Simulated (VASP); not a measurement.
Input of a VASP 6.6.1 run:

INCAR

```
SYSTEM = Fe
  ALGO = Normal
  EDIFF = 1E-8
  ENCUT = 520
  GGA = CA
  ISIF = 2
  ISMEAR = -1
  ISPIN = 2
  LASPH = .True.
  LCHARG = .False.
  LEFG = .True.
  LMAXMIX = 4
  LORBIT = 11
  LREAL = .False.
  LWAVE = .False.
  MAGMOM = 3
  NBANDS = 14
  NELM = 150
  PREC = Accurate
  SIGMA = 0.05
```

The input KPOINTS:

```
k-points
0
Gamma
  16 16 16
  0 0 0
```

POSCAR

```
Fe
1.0
    0.0000000000      1.9545992686      1.9781194830
    1.5083634409      0.0000000000      1.9781194830
    1.5083634409      1.9545992686      0.0000000000
Fe
1
Direct
    0.0000000000      0.0000000000      0.0000000000
```

Potentials or basis: VASP PAW LDA potentials, release 64 (Fe).

The run is started by

```sh
$ cat potpaw_LDA.64/Fe/POTCAR > POTCAR
$ mpirun -np 1 vasp_std > vasp.out
```

Predict the pressure.

-21.5 GPa.

Predict the site moments.

Fe +2.16 μB.

What does it give for the net moment?

2.18 μB per cell.

Electric field gradients, principal values (V/Å²):
| atom | least | middle | greatest (by size) |
| --- | --- | --- | --- |
| 1 Fe | -3.722 | -3.751 | 7.473 |

Caveat: the stress differs along the axes, from -27 to -18 GPa; without QUAD_EFG the Cq values of the log hold for a quadrupole moment of 1 mb, not for the nuclei.
